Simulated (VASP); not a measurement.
Runs of VASP 6.6.1 on Re. The structure is that of space group Im-3m (No. 229), or close to it. The cells are those of the table. 

```tsv
task	spin	cell	k mesh	k mesh for the DOS	occupations for the DOS	gap on the mesh (eV)	pressure (GPa)	moment (μB)
single point	off	a = 2.696 Å, angles 109.5°, 1 atom	8 × 8 × 8	-	-	none	-0.5	-
single point	non-collinear, zero start, SOC	a = 2.697 Å, angles 109.5°, 1 atom	18 × 18 × 18	-	-	-	-0.3	0.00
single point	off	a = 2.729 Å, angles 109.5°, 1 atom	8 × 8 × 8	-	-	none	(a)	-
single point	off	a = 2.673 Å, angles 109.5°, 1 atom	8 × 8 × 8	-	-	none	9.2	-
density of states	non-collinear, zero start, SOC	a = 2.697 Å, angles 109.5°, 1 atom	18 × 18 × 18	27 × 27 × 27	tetrahedron	-	-	0.00
```

Alike in all rows: level PBE; potentials or basis VASP PAW PBE potentials, release 64 (Re); cutoff (eV) 520; smearing gaussian 0.05 eV.

Q: Estimate the missing entries.

A: (a) -12.4.

Caveats: spin-orbit coupling is left out, which moves the levels of the heavy elements (some runs).

A k mesh can miss the band edges, and rows without SOC leave out spin-orbit coupling on Re.

A gap of «none» marks levels without a gap at the run's occupations.
